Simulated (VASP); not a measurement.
# SrAlO4: relaxation of cell and atoms with PBE

SrAlO4:

```
Sr Al O
1.0
     5.09747    0.00000    0.00000
    -2.54874    4.41454    0.00000
     0.00000    0.00000    4.04198
Sr Al O
1 1 4
Direct
  0.66667 0.33333 0.00000
  0.00000 0.00000 0.00000
  0.33333 0.66667 0.00000
  0.66592 0.83296 0.50000
  0.16704 0.83296 0.50000
  0.16704 0.33408 0.50000
```

The cell was generated, and may not be a known phase.

```
Program                : VASP 6.6.1
Task                   : relaxation of cell and atoms
Functional             : PBE
Potentials or basis    : VASP PAW PBE potentials, release 64 (Sr_sv, Al, O)
Cutoff                 : 600 eV
k mesh                 : 4 × 4 × 4
Occupations            : gaussian, width 0.2 eV
Spin                   : no spin polarisation
Dipole correction      : no
Further INCAR settings : ALGO = Normal; EDIFF = 1e-07; IBRION = 2; EDIFFG = -0.08; NSW = 36; ISIF = 3
```

```yaml
Relaxed_volume: 11.69 Å³/atom
Relaxed_cell: a = 5.306 Å, b = 5.306 Å, c = 2.878 Å, α = 90.00°, β = 90.00°, γ = 120.00°
Space_group_after_relaxing_to_0.1_Å: P-6m2 (No. 187)
Pressure_after_relaxing: 0.1 GPa
Largest_force_after_relaxing: 0.011 eV/Å
Band_gap_on_the_k_mesh: zero (an odd number of electrons rules out a gap without spin polarisation)
```

Forces in eV/Å, atoms in the order of the input:
```
Sr   0.000  0.000  0.000
Al   0.000  0.000  0.000
O    0.000  0.000  0.000
O   -0.009 -0.005  0.000
O    0.009 -0.005  0.000
O    0.000  0.011  0.000
```

Stress tensor (GPa, compression positive):
```
 0.43  0.00  0.00
 0.00  0.43  0.00
 0.00  0.00 -0.53
```

Final structure:
```
Sr Al O
1.0
     5.30555    0.00000    0.00000
    -2.65278    4.59474    0.00000
     0.00000    0.00000    2.87774
Sr Al O
1 1 4
Direct
  0.66667 0.33333 0.00000
  0.00000 0.00000 0.00000
  0.33333 0.66667 0.00000
  0.70882 0.85441 0.50000
  0.14559 0.85441 0.50000
  0.14559 0.29118 0.50000
```

Levels at points of the mesh, in eV from the Fermi level:
| k point | band 16 | band 17 | band 18 | band 19 | band 20 | band 21 | band 22 |
| --- | --- | --- | --- | --- | --- | --- | --- |
| (0.00, 0.00, 0.00) | -2.05 | -1.22 | -0.31 | 0.09 | 0.09 | 0.41 | 2.16 |
| (0.50, 0.00, 0.00) | -2.07 | -1.53 | -0.61 | -0.01 | 0.45 | 0.82 | 3.08 |
| (0.00, 0.00, 0.50) | -0.91 | -0.90 | -0.67 | -0.67 | -0.44 | 3.60 | 3.60 |
| (0.50, 0.00, 0.50) | -1.90 | -1.17 | -0.85 | -0.71 | 0.84 | 1.98 | 3.28 |

Wall time 19 min on 1 thread of Intel Xeon 8259CL, with other jobs on the host, peak memory 0.26 GiB.

Caveat: the k points lie up to 0.55 Å⁻¹ apart in the final cell, too coarse for converged energies and pressures of a metal; the volume moved by over 15 % at a fixed basis, so the end points are rough; an odd number of electrons without spin polarisation forces a metal; a magnetic or distorted state may lie lower.
